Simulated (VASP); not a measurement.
Write the native input for VASP 6.6.1 that does the following.

* Task: single point
* Functional: r2SCAN
* Potentials or basis: VASP PAW PBE potentials, release 64 (Ni, O)
* Cutoff: 520 eV
* k mesh: 10 × 10 × 8
* Occupations: gaussian, width 0.02 eV
* Spin: collinear spin, ferromagnetic start
* Starting moments: [1.83, 1.83, 0.32, 0.32] μB
* Dipole correction: no
* Further INCAR settings: ALGO = Normal; EDIFF = 1e-06; NBANDS = 28

Crystal: NiO.

```
Ni O
1.0
     2.05241    2.05241    0.00000
    -2.05241    2.05241    0.00000
     0.00000    0.00000    4.24829
Ni O
2 2
Direct
  0.00000 0.00000 0.00000
  0.50000 0.50000 0.50000
  0.50000 0.50000 0.00000
  0.00000 0.00000 0.50000
```

One way to write it, as run:

POSCAR

```
NiO
1.0
    2.0524125271      2.0524125271      0.0000000000
   -2.0524125271      2.0524125271      0.0000000000
    0.0000000000      0.0000000000      4.2482948100
Ni O
2 2
Direct
    0.0000000000      0.0000000000      0.0000000000
    0.5000000000      0.5000000000      0.5000000000
    0.5000000000      0.5000000000      0.0000000000
    0.0000000000      0.0000000000      0.5000000000
```

INCAR.step1

```
  ALGO = Normal
  EDIFF = 1E-4
  ENCUT = 520
  GGA = PE
  ISMEAR = 0
  ISPIN = 2
  LASPH = True
  LCHARG = False
  LMAXMIX = 4
  LREAL = False
  LWAVE = True
  MAGMOM = 1.83 1.83 0.32 0.32
  NBANDS = 28
  NELM = 150
  PREC = Accurate
  SIGMA = 0.02
```

INCAR.step2

```
  ALGO = Normal
  EDIFF = 1E-6
  ENCUT = 520
  ISIF = 2
  ISMEAR = 0
  ISPIN = 2
  ISTART = 1
  LASPH = True
  LCHARG = False
  LMAXMIX = 4
  LMIXTAU = True
  LORBIT = 11
  LREAL = False
  LWAVE = False
  MAGMOM = 1.83 1.83 0.32 0.32
  METAGGA = R2SCAN
  NBANDS = 28
  NELM = 150
  PREC = Accurate
  SIGMA = 0.02
```

KPOINTS

```
k-points
0
Gamma
  10 10 8
```

Potentials or basis: VASP PAW PBE potentials, release 64 (Ni, O).

Command:

```bash
$ cat potpaw_PBE.64/Ni/POTCAR potpaw_PBE.64/O/POTCAR > POTCAR
$ cp INCAR.step1 INCAR
$ mpirun -np 1 vasp_std > vasp.out
$ cp INCAR.step2 INCAR
$ mpirun -np 1 vasp_std > vasp.out
```

Results of the run:

```
Pressure                                              : 6.5 GPa
Band gap on the k mesh                                : 0.41 eV
Net moment                                            : 4.00 μB per cell
Site moments                                          : Ni +1.69; O +0.28 μB
Valence electrons inside the program's atomic spheres : Ni 8.97; O 5.06
```

Caveat: the cell stands under pressure; the PAW data sets were made with another functional, which shifts forces and pressure a little.

It took 8.1 min on 1 thread of AMD EPYC 9R45 96-Core Processor (Zen 5), on a shared host, peak memory 0.25 GiB.
